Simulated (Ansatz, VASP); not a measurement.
LaYO: VASP beside Ansatz

Contents of INCAR:

```
SYSTEM = LaYO
PREC = Accurate
ENCUT = 600
EDIFF = 1E-6
ISMEAR = 0
SIGMA = 0.1
LREAL = .FALSE.
LASPH = .TRUE.
NELM = 200
ALGO = Normal
ISIF = 2
LWAVE = .FALSE.
LCHARG = .FALSE.
GGA = PE
NBANDS = 21
GGA_COMPAT = .FALSE.
LMAXMIX = 6
```

KPOINTS

```
regular mesh
0
G
  6 6 4
  0 0 0
```

File POSCAR:

```
LaYO
1.0
    4.2788685900      0.0000000000      0.0000000000
   -2.1394343000      3.7056089000      0.0000000000
    0.0000000000      0.0000000000      4.2251374600
La Y O
1 1 1
Direct
    0.6666666700      0.3333333300      0.0000000000
    0.0000000000      0.0000000000      0.5000000000
    0.3333333300      0.6666666700      0.5000000000
```

Input for Ansatz:

```yaml
crystal:
  lattice:
    - [4.27886859, 0.0, 0.0]
    - [-2.1394343, 3.7056089, 0.0]
    - [0.0, 0.0, 4.22513746]
  atoms:
    - { symbol: La, position: [0.66666667, 0.33333333, 0.0] }
    - { symbol: "Y", position: [0.0, 0.0, 0.5] }
    - { symbol: O, position: [0.33333333, 0.66666667, 0.5] }
basis:
  ecutwfc: 420
kpoints:
  mp_grid: { grid: [6, 6, 4] }
hamiltonian:
  xc: pbe
scf:
  occupations: { method: gaussian, width: 0.1 }
  lower_state_search: "off"
output:
  forces: true
  stress: true
  eigenvalues: true
```

Change from the starting cell: species swapped into the GdCuSi type (P-6m2, No. 187).

Alike in both runs: task single point; functional PBE; k mesh 6 × 6 × 4; occupations gaussian, width 0.1 eV; no spin polarisation.

|  | VASP | Ansatz |
| --- | --- | --- |
| version | VASP 6.6.1 | Ansatz 0.2.0 |
| potentials or method | VASP PAW PBE potentials, release 64 (La, Y_sv, O), cutoff 600 eV | scalar-relativistic, plane waves, PAW |
| valence electrons in the cell | 28 | 28 |

VASP gave:

* gap on the k mesh at the Fermi level (eV): none
* pressure (GPa): -0.3
* traceless stress, the component that is largest in VASP (GPa): 8.42

Question: Estimate Ansatz's values.

Answer: gap on the k mesh at the Fermi level (eV): none; pressure (GPa): -0.2; traceless stress, the component that is largest in VASP (GPa): 8.41.

A gap of «none» marks a metal or a gap that the smearing closes. With one functional, cell and mesh, what is left measures potentials, basis and numerics.

The k mesh is coarse, so the values compare programs but aren't converged. Neither program's run includes spin-orbit coupling.
